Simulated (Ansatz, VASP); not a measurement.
**Two plane-wave programs on WSe2**

```
CELL_PARAMETERS angstrom
3.28549 0.00000 0.00000
-1.64275 2.84532 0.00000
0.00000 0.00000 24.23865
ATOMIC_POSITIONS crystal
Se 0.33333 0.66667 0.18565
Se 0.33333 0.66667 0.32466
Se 0.00000 0.00000 0.51485
Se 0.00000 0.00000 0.65386
W 0.66667 0.33333 0.25516
W 0.66667 0.33333 0.58436
```

Alike in both runs: task single point; functional PBE; dispersion D3(BJ); k mesh 9 × 9 × 1; occupations gaussian, width 0.05 eV; no spin polarisation.

```csv
,VASP,Ansatz
version,VASP 6.6.1,Ansatz 0.2.0
potentials or method,"VASP PAW PBE potentials, release 64 (Se, W_sv), cutoff 520 eV","scalar-relativistic, plane waves, PAW"
valence electrons in the cell,52,92
```

|  | VASP | Ansatz | Ansatz less VASP |
| --- | --- | --- | --- |
| gap on the k mesh at the Fermi level (eV) | 1.65 | 1.65 | -0.001 |
| least direct gap on the mesh (eV) | 1.67 | 1.67 | +0.004 |
| rms of the force components (eV/Å) | 0.041 | 0.023 | -0.0178 |

VASP's potentials hold 52 valence electrons a cell and Ansatz's 92, so a difference there can come from the potentials and not from the codes. Ansatz's warnings: xc potential rough in thin density.

Spin-orbit coupling is off throughout.
